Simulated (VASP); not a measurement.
# SnS2 (P-3m1) in VASP: settings compared

SnS2 is run at these levels: PBE-based screened hybrid with 40 % exact exchange, PBE-based screened hybrid with 30 % exact exchange, HSE06, PBE0; tasks: single point.

Everything below comes from runs of VASP 6.6.1. Logs are shortened: lines on timing, memory, paths and dates and some standing lists are left out, and cuts for length are marked.

## (1) The cell of the first run

Symmetry: P-3m1, No. 164, trigonal system. The conventional cell has a = 3.661 Å, b = 3.661 Å, c = 5.962 Å, α = 90.00°, β = 90.00°, γ = 120.00°. Within 3.4 Å of Sn (site symmetry -3m) lie 6 S at 2.57 Å. Within 3.4 Å of S (site symmetry 3m) lie 3 Sn at 2.57 Å.

## (2) Single point, PBE-based screened hybrid with 40 % exact exchange

Contents of POSCAR:

```
SnS2
1.0
    3.6607574624      0.0000000000      0.0000000000
   -1.8303787312      3.1703089595      0.0000000000
    0.0000000000      0.0000000000      5.9618049176
Sn S
1 2
Direct
    0.0000000000      0.0000000000      0.0000000000
    0.3333333333      0.6666666667      0.2455903383
    0.6666666667      0.3333333333      0.7544096617
```

Contents of INCAR.step1:

```
SYSTEM = SnS2
ALGO = Normal
EDIFF = 1E-5
ENCUT = 400
GGA = PE
GGA_COMPAT = .False.
ISIF = 2
ISMEAR = 0
LASPH = .True.
LCHARG = .False.
LREAL = .False.
LWAVE = .True.
NBANDS = 20
NELM = 120
PREC = Accurate
SIGMA = 0.01
```

Contents of INCAR.step2:

```
SYSTEM = SnS2
AEXX = 0.4
ALGO = Normal
EDIFF = 1E-6
ENCUT = 400
GGA = PE
GGA_COMPAT = .False.
HFSCREEN = 0.5
ISIF = 2
ISMEAR = 0
ISTART = 1
LASPH = .True.
LCHARG = .False.
LHFCALC = .True.
LREAL = .False.
LWAVE = .False.
NBANDS = 20
NELM = 120
PREC = Accurate
PRECFOCK = Normal
SIGMA = 0.01
```

Contents of KPOINTS:

```
k-points
0
Gamma
  6 6 2
  0 0 0
```

Potentials or basis: VASP PAW PBE potentials, release 64 (Sn_d, S).

Launch:

```
> cat potpaw_PBE.64/Sn_d/POTCAR potpaw_PBE.64/S/POTCAR > POTCAR
> cp INCAR.step1 INCAR
> mpirun -np 1 vasp_std > vasp.out
> cp INCAR.step2 INCAR
> mpirun -np 1 vasp_std > vasp.out
```

OUTCAR:

```text
SYSTEM = SnS2
   AEXX = 0.4
   EDIFF = 1E-6
   ENCUT = 400
   GGA = PE
   HFSCREEN = 0.5
   ISIF = 2
   ISMEAR = 0
   ISTART = 1
   LASPH = .True.
   LHFCALC = .True.
   LREAL = .False.
   NELM = 120
   PREC = Accurate
   PRECFOCK = Normal

 ion  position               nearest neighbor table
   1  0.000  0.000  0.000-   2 2.57   3 2.57   2 2.57   3 2.57   3 2.57   2 2.57
   2  0.333  0.667  0.246-   1 2.57   1 2.57   1 2.57
   3  0.667  0.333  0.754-   1 2.57   1 2.57   1 2.57

  LATTYP: Found a hexagonal cell.
 ALAT       =     3.6607574624
 C/A-ratio  =     1.6285714033

  Lattice vectors:

 A1 = (   3.6607574624,   0.0000000000,   0.0000000000)
 A2 = (  -1.8303787312,   3.1703089595,   0.0000000000)
 A3 = (   0.0000000000,   0.0000000000,   5.9618049176)

Analysis of symmetry for initial positions (statically):
=====================================================================
 Subroutine PRICEL returns:
 Original cell was already a primitive cell.

 Routine SETGRP: Setting up the symmetry group for a
 hexagonal supercell.

 Subroutine GETGRP returns: Found 12 space group operations
 (whereof 12 operations were pure point group operations)
 out of a pool of 24 trial point group operations.

The static configuration has the point symmetry D_3d.

Analysis of symmetry for dynamics (positions and initial velocities):
=====================================================================
 Subroutine PRICEL returns:
 Original cell was already a primitive cell.

 Routine SETGRP: Setting up the symmetry group for a
 hexagonal supercell.

 Subroutine GETGRP returns: Found 12 space group operations
 (whereof 12 operations were pure point group operations)
 out of a pool of 24 trial point group operations.

The dynamic configuration has the point symmetry D_3d.

 Subroutine INISYM returns: Found 12 space group operations
 (whereof 12 operations are pure point group operations),
 and found     1 'primitive' translations

----------------------------------------------------------------------------------------

                                     Primitive cell

  volume of cell :      69.1911

  direct lattice vectors                    reciprocal lattice vectors
     3.660757462  0.000000000  0.000000000     0.273167510  0.157713335  0.000000000
    -1.830378731  3.170308959  0.000000000     0.000000000  0.315426671  0.000000000
     0.000000000  0.000000000  5.961804918     0.000000000  0.000000000  0.167734438

  length of vectors
     3.660757462  3.660757462  5.961804918     0.315426671  0.315426671  0.167734438

  position of ions in fractional coordinates (direct lattice)
     0.000000000  0.000000000  0.000000000
     0.333333333  0.666666667  0.245590338
     0.666666667  0.333333333  0.754409662

  ion indices of the primitive-cell ions
   primitive index   ion index
                 1           1
                 2           2
                 3           3

----------------------------------------------------------------------------------------

 KPOINTS: k-points

Automatic generation of k-mesh.
 Grid dimensions read from file:
 generate k-points for:    6    6    2

 Generating k-lattice:

  Cartesian coordinates                     Fractional coordinates (reciprocal lattice)
     0.045527918  0.026285556  0.000000000     0.166666667  0.000000000  0.000000000
     0.000000000  0.052571112  0.000000000     0.000000000  0.166666667  0.000000000
     0.000000000  0.000000000  0.083867219     0.000000000  0.000000000  0.500000000

  Length of vectors
     0.052571112  0.052571112  0.083867219

  Shift w.r.t. Gamma in fractional coordinates (k-lattice)
     0.000000000  0.000000000  0.000000000

 Subroutine IBZKPT returns following result:
 ===========================================

 Found     14 irreducible k-points:

 Following reciprocal coordinates:
            Coordinates               Weight
  0.000000  0.000000  0.000000      1.000000
  0.166667  0.000000  0.000000      6.000000
  0.333333  0.000000  0.000000      6.000000
  0.500000  0.000000  0.000000      3.000000
  0.166667  0.166667  0.000000      6.000000
  0.333333  0.166667  0.000000     12.000000
  0.333333  0.333333  0.000000      2.000000
  0.000000  0.000000  0.500000      1.000000
  0.166667  0.000000  0.500000      6.000000
  0.333333  0.000000  0.500000      6.000000
  0.500000  0.000000  0.500000      3.000000
  0.166667  0.166667  0.500000      6.000000
  0.333333  0.166667  0.500000     12.000000
  0.333333  0.333333  0.500000      2.000000
   k-points           NKPTS =     14   k-points in BZ     NKDIM =     72   number of bands    NBANDS=     20
   number of dos      NEDOS =    301   number of ions     NIONS =      3
   total plane-waves  NPLWV =  23040
   dimension x,y,z NGX =    24 NGY =   24 NGZ =   40
   dimension x,y,z NGXF=    48 NGYF=   48 NGZF=   80
   ions per type =               1   2
   NGX,Y,Z   is equivalent  to a cutoff of  10.90, 10.90, 11.15 a.u.
   NGXF,Y,Z  is equivalent  to a cutoff of  21.80, 21.80, 22.31 a.u.
 SYSTEM =  SnS2
   PREC   = accura    normal or accurate (medium, high low for compatibility)
   ISTART =      1    job   : 0-new  1-cont  2-samecut
   ICHARG =      0    charge: 1-file 2-atom 10-const
   ISPIN  =      1    spin polarized calculation?
   LNONCOLLINEAR =      F non collinear calculations
   LSORBIT =      F    spin-orbit coupling
   LASPH  =      T    aspherical Exc in radial PAW
   ENCUT  =  400.0 eV  29.40 Ry    5.42 a.u.   5.97  5.97  9.72*2*pi/ulx,y,z
   NELM   =    120;   NELMIN=  2; NELMDL=  0     # of ELM steps
   EDIFF  = 0.1E-05   stopping-criterion for ELM
   LREAL  =      F    real-space projection
   EDIFFG = 0.1E-04   stopping-criterion for IOM
   NSW    =      0    number of steps for IOM
   IBRION =     -1    ionic relax: 0-MD 1-quasi-New 2-CG
   NFREE  =      0    steps in history (QN), initial steepest desc. (CG)
   ISIF   =      2    stress and relaxation
   ISYM   =      3    0-nonsym 1-usesym 2-fastsym
   POTIM  = 0.5000    time-step for ionic-motion
   TEBEG  =    0.0;   TEEND  =   0.0 temperature during run
   PSTRESS=    0.0 pullay stress
   NELECT =      26.0000    total number of electrons
   NUPDOWN=      -1.0000    fix difference up-down
   EMIN   =  10.00;   EMAX   =-10.00  energy-range for DOS
   EFERMI =   0.00;   METHOD = LEGACY
   ISMEAR =     0;   SIGMA  =   0.01  broadening in eV -4-tet -1-fermi 0-gaus
   EFERMI_NEDOS =   21; number of points for ismear=-14 and -15
   IALGO  =     38    algorithm
   IMIX   =      1    mixing-type and parameters
     AMIX     =   0.40;   BMIX     =  1.00
     AMIX_MAG =   1.60;   BMIX_MAG =  1.00
  volume/ion in A,a.u.               =      23.06       155.64
  Fermi-wavevector in a.u.,A,eV,Ry     =   1.181361  2.232448 18.988468  1.395613
  Thomas-Fermi vector in A             =   2.317636
   LORBIT       =      0    0 simple, 1 ext, 2 COOP (PROOUT), +10 PAW based schemes
   GGA     = PE    functional components
   LHFCALC =     T    Hartree Fock is set to
   PRECFOCK=normal    Normal, Fast or Accurate (Low or Medium for compatibility)
   ENCUT4O =  -1.0   cutoff for four orbital integrals eV
   NKREDX  =     1    reduce k-point grid by
   NKREDY  =     1    reduce k-point grid by
   NKREDZ  =     1    reduce k-point grid by
   AEXX    =    0.4000 exact exchange contribution
   HFSCREEN=    0.5000 screening length (either q_TF or 0.3 A-1)
   HFSCREENC=   0.5000 screening length for correlation (either q_TF or 0.3 A-1)
   ENCUTFOCK=  -1.0 apply spherical cutoff to Coloumb kernel
   IVDW    =     0    specifies the selected vdW correction
   LEPSILON=     F    determine dielectric tensor
   LRPA    =     F    only Hartree local field effects (RPA)
 non-spin polarized calculation
 Gauss-broadening in eV      SIGMA  =   0.01
  energy-cutoff  :      400.00
  volume of cell :       69.19
 maximum number of plane-waves:      1272
 NGX is ok and might be reduce to    24
  NGX = 18; NGY = 18; NGZ = 30

 number of electron      26.0000001 magnetization

 Free energy of the ion-electron system (eV)
  ---------------------------------------------------
  ext. energy  EPLUGINS =         0.00000000
  ---------------------------------------------------
  free energy    TOTEN  =       -15.76674209 eV

  energy without entropy =      -15.76674209  energy(sigma->0) =      -15.76674209

 E-fermi :   4.0063     XC(G=0):  -7.5737

 val. band max:        3.8695711773   @ k =   0.0000   0.0000   0.0000
 cond. band min:       6.0786605089   @ k =   0.5000   0.0000   0.5000
 fundamental gap:      2.2090893315
 Fermi energy:         4.0062689542

 k-point     1 :       0.0000    0.0000    0.0000
  band No.  band energies     occupation
      1     -19.6010      2.00000
      2     -19.6010      2.00000
      3     -19.5282      2.00000
      4     -19.5050      2.00000
      5     -19.5050      2.00000
      6     -11.3902      2.00000
[... 12 lines left out ...]
     19      14.3772      0.00000
     20      14.3772      0.00000

 k-point     2 :       0.1667    0.0000    0.0000
  band No.  band energies     occupation
      1     -19.6220      2.00000
      2     -19.5903      2.00000
      3     -19.5195      2.00000
      4     -19.5090      2.00000
      5     -19.4996      2.00000
      6     -11.0551      2.00000
[... 12 lines left out ...]
     19      13.8640      0.00000
     20      14.7047      0.00000

 k-point     3 :       0.3333    0.0000    0.0000
  band No.  band energies     occupation
      1     -19.6672      2.00000
      2     -19.5776      2.00000
      3     -19.5300      2.00000
      4     -19.4858      2.00000
      5     -19.4798      2.00000
      6     -10.1539      2.00000
[... 12 lines left out ...]
     19      14.2391      0.00000
     20      15.1875      0.00000

 k-point     4 :       0.5000    0.0000    0.0000
  band No.  band energies     occupation
      1     -19.6903      2.00000
      2     -19.5751      2.00000
      3     -19.5366      2.00000
      4     -19.4721      2.00000
      5     -19.4659      2.00000
      6      -9.3647      2.00000
[... 12 lines left out ...]
     19      15.2952      0.00000
     20      15.8622      0.00000

 k-point     5 :       0.1667    0.1667    0.0000
  band No.  band energies     occupation
      1     -19.6463      2.00000
      2     -19.5888      2.00000
      3     -19.5173      2.00000
      4     -19.5072      2.00000
      5     -19.4812      2.00000
      6     -10.4289      2.00000
[... 12 lines left out ...]
     19      12.4523      0.00000
     20      15.5452      0.00000

 k-point     6 :       0.3333    0.1667    0.0000
  band No.  band energies     occupation
      1     -19.6686      2.00000
      2     -19.5935      2.00000
      3     -19.5231      2.00000
      4     -19.4860      2.00000
      5     -19.4699      2.00000
      6      -9.4516      2.00000
[... 12 lines left out ...]
     19      13.8717      0.00000
     20      15.3222      0.00000

 k-point     7 :       0.3333    0.3333    0.0000
  band No.  band energies     occupation
      1     -19.6345      2.00000
      2     -19.6345      2.00000
      3     -19.4974      2.00000
      4     -19.4974      2.00000
      5     -19.4785      2.00000
      6      -8.7692      2.00000
[... 12 lines left out ...]
     19      13.7523      0.00000
     20      13.7523      0.00000
[... 47 lines left out ...]
 k-point    10 :       0.3333    0.0000    0.5000
  band No.  band energies     occupation
      1     -19.6675      2.00000
      2     -19.5776      2.00000
      3     -19.5301      2.00000
      4     -19.4856      2.00000
      5     -19.4798      2.00000
      6     -10.0125      2.00000
[... 12 lines left out ...]
     19      15.0287      0.00000
     20      15.4200      0.00000

 k-point    11 :       0.5000    0.0000    0.5000
  band No.  band energies     occupation
      1     -19.6906      2.00000
      2     -19.5751      2.00000
      3     -19.5368      2.00000
      4     -19.4720      2.00000
      5     -19.4659      2.00000
      6      -9.2712      2.00000
[... 12 lines left out ...]
     19      15.7259      0.00000
     20      16.4924      0.00000

 k-point    12 :       0.1667    0.1667    0.5000
  band No.  band energies     occupation
      1     -19.6465      2.00000
      2     -19.5888      2.00000
      3     -19.5173      2.00000
      4     -19.5071      2.00000
      5     -19.4812      2.00000
      6     -10.2786      2.00000
[... 12 lines left out ...]
     19      13.5010      0.00000
     20      14.6057      0.00000

 k-point    13 :       0.3333    0.1667    0.5000
  band No.  band energies     occupation
      1     -19.6689      2.00000
      2     -19.5936      2.00000
      3     -19.5231      2.00000
      4     -19.4860      2.00000
      5     -19.4698      2.00000
      6      -9.3474      2.00000
[... 12 lines left out ...]
     19      14.1239      0.00000
     20      15.1120      0.00000

 k-point    14 :       0.3333    0.3333    0.5000
  band No.  band energies     occupation
      1     -19.6347      2.00000
      2     -19.6347      2.00000
      3     -19.4974      2.00000
      4     -19.4974      2.00000
      5     -19.4783      2.00000
      6      -8.7533      2.00000
[... 12 lines left out ...]
     19      14.4176      0.00000
     20      14.4878      0.00000

------------------------ aborting loop because EDIFF is reached ----------------------------------------

  FORCE on cell =-STRESS in cart. coord.  units (eV):
  Direction    XX          YY          ZZ          XY          YZ          ZX
  --------------------------------------------------------------------------------------
  -------------------------------------------------------------------------------------
  Total       -0.1975695     -0.1975695     -0.2727027     -0.0000000      0.0000000      0.0000000
  in kB       -4.5748856     -4.5748856     -6.3146551     -0.0000000      0.0000000      0.0000000
  external PRESSURE =      -5.1548088 kB  Pullay stress =       0.0000000 kB

 VOLUME and BASIS-vectors are now :
 -----------------------------------------------------------------------------
  energy-cutoff  :      400.00
  volume of cell :       69.19
      direct lattice vectors                 reciprocal lattice vectors
     3.660757462  0.000000000  0.000000000     0.273167510  0.157713335  0.000000000
    -1.830378731  3.170308959  0.000000000     0.000000000  0.315426671  0.000000000
     0.000000000  0.000000000  5.961804918     0.000000000  0.000000000  0.167734438

 POSITION                                       TOTAL-FORCE (eV/Angst)
 -----------------------------------------------------------------------------------
      0.00000      0.00000      0.00000        -0.000000      0.000000      0.000000
     -0.00000      2.11354      1.46416         0.000000      0.000000     -0.297253
      1.83038      1.05677      4.49764         0.000000     -0.000000      0.297253
 -----------------------------------------------------------------------------------
    total drift:                                0.000000      0.000000     -0.000000

  FREE ENERGIE OF THE ION-ELECTRON SYSTEM (eV)
  ---------------------------------------------------
  free  energy   TOTEN  =       -15.7667420876 eV

  energy  without entropy=      -15.7667420876  energy(sigma->0) =      -15.76674209
```

It took 12 min on 1 thread of Intel Xeon Platinum 8488C (Sapphire Rapids), shared host; peak memory 0.27 GiB.

What came out:

| Property | Result |
| --- | --- |
| Free energy | -15.7667 eV |
| Pressure | -0.5 GPa |
| Largest force | 0.297 eV/Å |
| Band gap on the k mesh | 2.21 eV (least direct gap 2.60 eV) |

Forces on the atoms (eV/Å):
```
Sn   0.000  0.000  0.000
S    0.000  0.000 -0.297
S    0.000  0.000  0.297
```

Stress tensor (GPa, compression positive):
```
-0.46  0.00  0.00
 0.00 -0.46  0.00
 0.00  0.00 -0.63
```

Caveat: the k points lie up to 0.53 Å⁻¹ apart; the PAW data sets were made with another functional, which shifts forces and pressure a little; spin-orbit coupling is left out, which moves the levels of the heavy elements.

(Part 1 of 3 ends here.)
